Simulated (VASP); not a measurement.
## GaSb2: relaxation of cell and atoms with PBEsol

Crystal: GaSb2.

```
Ga Sb
1.0
    -3.63361    3.63361    2.74493
     3.63361   -3.63361    2.74493
     3.63361    3.63361   -2.74493
Ga Sb
2 4
Direct
  0.25000 0.25000 0.00000
  0.75000 0.75000 0.00000
  0.64049 0.14049 0.78099
  0.14049 0.35951 0.50000
  0.35951 0.85951 0.21901
  0.85951 0.64049 0.50000
```

* Program: VASP 6.6.1
* Task: relaxation of cell and atoms
* Functional: PBEsol
* Potentials or basis: VASP PAW PBE potentials, release 64 (Ga_d, Sb)
* Cutoff: 600 eV
* k mesh: 8 × 8 × 8
* Occupations: gaussian, width 0.1 eV
* Spin: no spin polarisation
* Dipole correction: no
* Further INCAR settings: ALGO = Normal; EDIFF = 1e-07; IBRION = 2; EDIFFG = -0.01; NSW = 80; ISIF = 3

```yaml
Relaxed_volume: 24.29 Å³/atom
Relaxed_cell: a = 5.869 Å, b = 5.869 Å, c = 5.869 Å, α = 101.91°, β = 101.91°, γ = 125.96°
Space_group_after_relaxing_to_0.05_Å: I4/mcm (No. 140)
Energy_gained_by_relaxing: 6.2 meV/atom
Ionic_steps: 8
Pressure_after_relaxing: 0.0 GPa
Band_gap_on_the_k_mesh: zero (band 23 reaches 8.79 eV, above the bottom of band 24 at 5.69 eV)
```

Forces in eV/Å, atoms in the order of the input:
```
Ga   0.000  0.000  0.000
Ga   0.000  0.000  0.000
Sb   0.001  0.001  0.000
Sb  -0.001  0.001  0.000
Sb  -0.001 -0.001  0.000
Sb   0.001 -0.001  0.000
```

The path:
| step | energy change (eV) | largest force (eV/Å) | pressure (GPa) | volume (Å³) |
| --- | --- | --- | --- | --- |
| 1 | 0.0000 | 0.0041 | 0.07 | 144.97 |
| 2 | -0.0159 | 0.0497 | -0.06 | 145.18 |
| 3 | -0.0303 | 0.1251 | -0.33 | 145.73 |
| 4 | -0.0332 | 0.1200 | -0.28 | 145.59 |
| 5 | -0.0348 | 0.0335 | 0.40 | 144.42 |
| 6 | -0.0352 | 0.0621 | 0.18 | 144.79 |
| 7 | -0.0368 | 0.0317 | 0.09 | 145.26 |
| 8 | -0.0374 | 0.0021 | -0.01 | 145.75 |

Final structure:
```
CELL_PARAMETERS angstrom
-3.69683 3.69683 2.66619
3.69683 -3.69683 2.66619
3.69683 3.69683 -2.66619
ATOMIC_POSITIONS crystal
Ga 0.25000 0.25000 0.00000
Ga 0.75000 0.75000 0.00000
Sb 0.63872 0.13872 0.77744
Sb 0.13872 0.36128 0.50000
Sb 0.36128 0.86128 0.22256
Sb 0.86128 0.63872 0.50000
```

Levels at points of the mesh, in eV from the Fermi level:
```csv
k point,band 19,band 20,band 21,band 22,band 23,band 24,band 25,band 26,band 27
"(0.00, 0.00, 0.00)",-3.56,-3.31,-2.93,-2.72,-2.72,-1.65,-0.65,1.27,1.27
"(0.50, 0.00, 0.00)",-1.87,-1.87,-1.48,-1.48,0.59,0.59,1.73,1.73,2.19
"(0.50, 0.50, 0.00)",-3.93,-3.68,-0.99,-0.02,0.43,0.52,0.85,0.86,1.21
"(0.50, 0.50, 0.50)",-1.29,-1.29,-0.94,-0.19,-0.19,0.24,1.11,1.11,1.40
```

Run time: 19 min on 1 thread of Intel(R) Xeon(R) Platinum 8488C (Sapphire Rapids), with other jobs on the host, peak memory 0.5 GiB.

Caveat: the PAW data sets were made with another functional, which shifts forces and pressure a little; spin-orbit coupling is left out, which moves the levels of the heavy elements. Zero-point motion and thermal expansion aren't in these numbers.
